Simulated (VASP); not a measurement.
# BiTe (Fm-3m) in VASP: a series of runs, part 2 of 2

VASP 6.6.1. The steps go on from the part before.

## (5) Single point, LDA, collinear spin

INCAR

```
  PREC = Accurate
  ENCUT = 520
  EDIFF = 1E-6
  ISMEAR = 1
  SIGMA = 0.01
  LREAL = F
  LASPH = T
  NELM = 150
  ALGO = Normal
  ISIF = 2
  LWAVE = F
  LCHARG = F
  ISPIN = 2
  MAGMOM = 4 -1
  LORBIT = 11
  GGA = CA
  NBANDS = 22
```

KPOINTS

```
regular mesh
0
Gamma
  9 9 9
```

POSCAR

```
BiTe
1.0
    0.0000000000      3.1755746955      3.1755746955
    3.1755746955      0.0000000000      3.1755746955
    3.1755746955      3.1755746955      0.0000000000
Bi Te
1 1
Direct
    0.0000000000      0.0000000000      0.0000000000
    0.5000000000      0.5000000000      0.5000000000
```

Potentials or basis: VASP PAW LDA potentials, release 64 (Bi_d, Te).

Command:

```sh
$ cat potpaw_LDA.64/Bi_d/POTCAR potpaw_LDA.64/Te/POTCAR > POTCAR
$ mpirun -np 1 vasp_std > vasp.out
```

OUTCAR:

```text
PREC = Accurate
   ENCUT = 520
   EDIFF = 1E-6
   ISMEAR = 1
   LREAL = F
   LASPH = T
   NELM = 150
   ISIF = 2
   ISPIN = 2
   LORBIT = 11
   GGA = CA

 ion  position               nearest neighbor table
   1  0.000  0.000  0.000-   2 3.18   2 3.18   2 3.18   2 3.18   2 3.18   2 3.18
   2  0.500  0.500  0.500-   1 3.18   1 3.18   1 3.18   1 3.18   1 3.18   1 3.18

  LATTYP: Found a face centered cubic cell.
 ALAT       =     6.3511493910

  Lattice vectors:

 A1 = (   0.0000000000,   3.1755746955,   3.1755746955)
 A2 = (   3.1755746955,   0.0000000000,   3.1755746955)
 A3 = (   3.1755746955,   3.1755746955,   0.0000000000)

Analysis of symmetry for initial positions (statically):
=====================================================================
 Subroutine PRICEL returns:
 Original cell was already a primitive cell.

 Routine SETGRP: Setting up the symmetry group for a
 face centered cubic supercell.

 Subroutine GETGRP returns: Found 48 space group operations
 (whereof 48 operations were pure point group operations)
 out of a pool of 48 trial point group operations.

The static configuration has the point symmetry O_h .

Analysis of symmetry for dynamics (positions and initial velocities):
=====================================================================
 Subroutine PRICEL returns:
 Original cell was already a primitive cell.

 Routine SETGRP: Setting up the symmetry group for a
 face centered cubic supercell.

 Subroutine GETGRP returns: Found 48 space group operations
 (whereof 48 operations were pure point group operations)
 out of a pool of 48 trial point group operations.

The dynamic configuration has the point symmetry O_h .

Analysis of structural, dynamic, and magnetic symmetry:
=====================================================================
 Subroutine PRICEL returns:
 Original cell was already a primitive cell.

 Routine SETGRP: Setting up the symmetry group for a
 face centered cubic supercell.

 Subroutine GETGRP returns: Found 48 space group operations
 (whereof 48 operations were pure point group operations)
 out of a pool of 48 trial point group operations.

The overall configuration has the point symmetry O_h .

 Subroutine INISYM returns: Found 48 space group operations
 (whereof 48 operations are pure point group operations),
 and found     1 'primitive' translations

----------------------------------------------------------------------------------------

                                     Primitive cell

  volume of cell :      64.0467

  direct lattice vectors                    reciprocal lattice vectors
     0.000000000  3.175574695  3.175574695    -0.157451815  0.157451815  0.157451815
     3.175574695  0.000000000  3.175574695     0.157451815 -0.157451815  0.157451815
     3.175574695  3.175574695  0.000000000     0.157451815  0.157451815 -0.157451815

  length of vectors
     4.490940803  4.490940803  4.490940803     0.272714544  0.272714544  0.272714544

  position of ions in fractional coordinates (direct lattice)
     0.000000000  0.000000000  0.000000000
     0.500000000  0.500000000  0.500000000

  ion indices of the primitive-cell ions
   primitive index   ion index
                 1           1
                 2           2

[... 66 lines left out ...]
   LNONCOLLINEAR =      F non collinear calculations
   LSORBIT =      F    spin-orbit coupling
   LASPH  =      T    aspherical Exc in radial PAW
   ENCUT  =  520.0 eV  38.22 Ry    6.18 a.u.   8.35  8.35  8.35*2*pi/ulx,y,z
   NELM   =    150;   NELMIN=  2; NELMDL= -5     # of ELM steps
   EDIFF  = 0.1E-05   stopping-criterion for ELM
   LREAL  =      F    real-space projection
   EDIFFG = 0.1E-04   stopping-criterion for IOM
   NSW    =      0    number of steps for IOM
   IBRION =     -1    ionic relax: 0-MD 1-quasi-New 2-CG
   NFREE  =      0    steps in history (QN), initial steepest desc. (CG)
   ISIF   =      2    stress and relaxation
   ISYM   =      2    0-nonsym 1-usesym 2-fastsym
   POTIM  = 0.5000    time-step for ionic-motion
   TEBEG  =    0.0;   TEEND  =   0.0 temperature during run
   PSTRESS=    0.0 pullay stress
   NELECT =      21.0000    total number of electrons
   NUPDOWN=      -1.0000    fix difference up-down
   EMIN   =  10.00;   EMAX   =-10.00  energy-range for DOS
   EFERMI =   0.00;   METHOD = LEGACY
   ISMEAR =     1;   SIGMA  =   0.01  broadening in eV -4-tet -1-fermi 0-gaus
   EFERMI_NEDOS =   21; number of points for ismear=-14 and -15
   IALGO  =     38    algorithm
   IMIX   =      4    mixing-type and parameters
     AMIX     =   0.40;   BMIX     =  1.00
     AMIX_MAG =   1.60;   BMIX_MAG =  1.00
  volume/ion in A,a.u.               =      32.02       216.10
  Fermi-wavevector in a.u.,A,eV,Ry     =   1.128883  2.133280 17.338949  1.274377
  Thomas-Fermi vector in A             =   2.265575
   LORBIT       =     11    0 simple, 1 ext, 2 COOP (PROOUT), +10 PAW based schemes
   GGA     = CA    functional components
   LHFCALC =     F    Hartree Fock is set to
   AEXX    =    0.0000 exact exchange contribution
   IVDW    =     0    specifies the selected vdW correction
   LEPSILON=     F    determine dielectric tensor
   LRPA    =     F    only Hartree local field effects (RPA)
 spin polarized calculation
 Methfessel and Paxton  Order N= 1 SIGMA  =   0.01
  energy-cutoff  :      520.00
  volume of cell :       64.05
 maximum number of plane-waves:      1759
 NGX is ok and might be reduce to    36
   NGX = 17   NGY = 17   NGZ = 17

 number of electron      21.0000002 magnetization       0.1560522

 number of electron      21.0000002 magnetization      -0.0598750

 Free energy of the ion-electron system (eV)
  ---------------------------------------------------
  ext. energy  EPLUGINS =         0.00000000
  ---------------------------------------------------
  free energy    TOTEN  =        -8.51293222 eV

  energy without entropy =       -8.51293744  energy(sigma->0) =       -8.51293396

 E-fermi :   7.0750     XC(G=0):  -9.9204

 val. band max:        7.0697301564   @ k =  -0.3333   0.3333   0.1111
 cond. band min:       7.0894310585   @ k =  -0.3333   0.3333   0.1111
 fundamental gap:      0.0197009021
 Fermi energy:         7.0749938974

 spin component 1

 k-point     1 :       0.0000    0.0000    0.0000
  band No.  band energies     occupation
      1     -15.9625      1.00000
      2     -15.9625      1.00000
      3     -15.9514      1.00000
      4     -15.9514      1.00000
      5     -15.9514      1.00000
      6      -6.7901      1.00000
[... 589 lines left out ...]
     21      18.9497      0.00000
     22      18.9497      0.00000

 [... further k-points ...]

 spin component 2

 k-point     1 :       0.0000    0.0000    0.0000
  band No.  band energies     occupation
      1     -15.9684      1.00000
      2     -15.9684      1.00000
      3     -15.9574      1.00000
      4     -15.9574      1.00000
      5     -15.9574      1.00000
      6      -6.8054      1.00000
[... 589 lines left out ...]
     21      18.9323      0.00000
     22      18.9323      0.00000

 [... further k-points ...]

------------------------ aborting loop because EDIFF is reached ----------------------------------------

  FORCE on cell =-STRESS in cart. coord.  units (eV):
  Direction    XX          YY          ZZ          XY          YZ          ZX
  --------------------------------------------------------------------------------------
  -------------------------------------------------------------------------------------
  Total        0.0267000      0.0267000      0.0267000      0.0000000     -0.0000000      0.0000000
  in kB        0.6679201      0.6679201      0.6679201      0.0000000     -0.0000000      0.0000000
  external PRESSURE =       0.6679201 kB  Pullay stress =       0.0000000 kB

 VOLUME and BASIS-vectors are now :
 -----------------------------------------------------------------------------
  energy-cutoff  :      520.00
  volume of cell :       64.05
      direct lattice vectors                 reciprocal lattice vectors
     0.000000000  3.175574695  3.175574695    -0.157451815  0.157451815  0.157451815
     3.175574695  0.000000000  3.175574695     0.157451815 -0.157451815  0.157451815
     3.175574695  3.175574695  0.000000000     0.157451815  0.157451815 -0.157451815

 POSITION                                       TOTAL-FORCE (eV/Angst)
 -----------------------------------------------------------------------------------
      0.00000      0.00000      0.00000         0.000000      0.000000     -0.000000
      3.17557      3.17557      3.17557        -0.000000      0.000000      0.000000
 -----------------------------------------------------------------------------------
    total drift:                               -0.000000      0.000000      0.000000

  FREE ENERGIE OF THE ION-ELECTRON SYSTEM (eV)
  ---------------------------------------------------
  free  energy   TOTEN  =        -8.5129322190 eV

  energy  without entropy=       -8.5129374383  energy(sigma->0) =       -8.51293396

 total charge

# of ion       s       p       d       tot
------------------------------------------
    1        1.571   1.255   9.927  12.753
    2        1.425   1.884   0.045   3.355
--------------------------------------------------
tot          2.996   3.140   9.972  16.107

 magnetization (x)

# of ion       s       p       d       tot
------------------------------------------
    1       -0.001  -0.024  -0.000  -0.026
    2       -0.002  -0.004  -0.001  -0.008
--------------------------------------------------
tot         -0.003  -0.029  -0.002  -0.033
```

OSZICAR:

```text
N       E                     dE             d eps       ncg     rms          rms(c)
DAV:   1     0.172703078047E+03    0.17270E+03   -0.97478E+03  3096   0.956E+02
DAV:   2     0.733935540061E+01   -0.16536E+03   -0.15843E+03  3186   0.290E+02
DAV:   3    -0.664089393439E+01   -0.13980E+02   -0.13841E+02  3778   0.821E+01
DAV:   4    -0.705615620216E+01   -0.41526E+00   -0.41498E+00  3676   0.147E+01
DAV:   5    -0.707496506580E+01   -0.18809E-01   -0.18808E-01  4542   0.310E+00    0.186E+01
DAV:   6    -0.843102997326E+01   -0.13561E+01   -0.32867E-01  4158   0.464E+00    0.803E+00
DAV:   7    -0.851922258098E+01   -0.88193E-01   -0.13749E-01  3748   0.244E+00    0.293E+00
DAV:   8    -0.852029880281E+01   -0.10762E-02   -0.13853E-02  3946   0.838E-01    0.123E+00
DAV:   9    -0.851518875400E+01    0.51100E-02   -0.37259E-03  3806   0.619E-01    0.309E-01
DAV:  10    -0.851295190429E+01    0.22368E-02   -0.60243E-04  4306   0.284E-01    0.712E-02
DAV:  11    -0.851297275970E+01   -0.20855E-04   -0.43902E-05  4494   0.678E-02    0.370E-02
DAV:  12    -0.851296239737E+01    0.10362E-04   -0.18344E-05  4120   0.467E-02    0.181E-02
DAV:  13    -0.851293269744E+01    0.29700E-04   -0.39430E-06  3596   0.229E-02    0.392E-03
DAV:  14    -0.851293221903E+01    0.47841E-06   -0.20773E-07  2182   0.418E-03
   1 F= -.85129322E+01 E0= -.85129340E+01  d E =0.521932E-05  mag=    -0.0603
```

It took 92 s on 1 thread of Intel Xeon 6975P-C, shared host; peak memory 0.23 GiB.

What came out:

```yaml
Free_energy: -8.5129 eV
Pressure: 0.1 GPa
Net_moment: -0.06 μB per cell
Site_moments: Bi -0.03; Te -0.01 μB
Valence_electrons_inside_the_program's_atomic_spheres: Bi 12.75; Te 3.35
```

Caveat: spin-orbit coupling is left out, which moves the levels of the heavy elements.

## (6) The runs side by side

| task | spin | cell | k mesh | cutoff (eV) | smearing | gap on the mesh (eV) | pressure (GPa) |
| --- | --- | --- | --- | --- | --- | --- | --- |
| single point | off | a = 4.491 Å, angles 60.0°, 2 atoms | 9 × 9 × 9 | 520 | fermi-dirac 0.05 eV | none | 0.0 |
| single point | off | a = 4.490 Å, angles 60.0°, 2 atoms | 11 × 11 × 11 | 520 | fermi-dirac 0.05 eV | none | 0.1 |
| relaxation of cell and atoms | off | relaxed from a = 4.507 Å, angles 60.0°, 2 atoms | 9 × 9 × 9 | 600 | fermi-dirac 0.05 eV | none | 0.0 |
| single point | collinear | a = 4.491 Å, angles 60.0°, 2 atoms | 9 × 9 × 9 | 520 | methfessel-paxton 0.01 eV | none | 0.1 |

Alike in all rows: level LDA; potentials or basis VASP PAW LDA potentials, release 64 (Bi_d, Te).

Caveats: spin-orbit coupling is left out, which moves the levels of the heavy elements; an odd number of electrons without spin polarisation forces a metal (at least some runs); a magnetic or distorted state may lie lower (at least some runs).

Total energies depend on the potentials used, so only differences within one code and one set of settings carry meaning.

The gap in the log of VASP goes by the Fermi energy; the results here count the filled bands.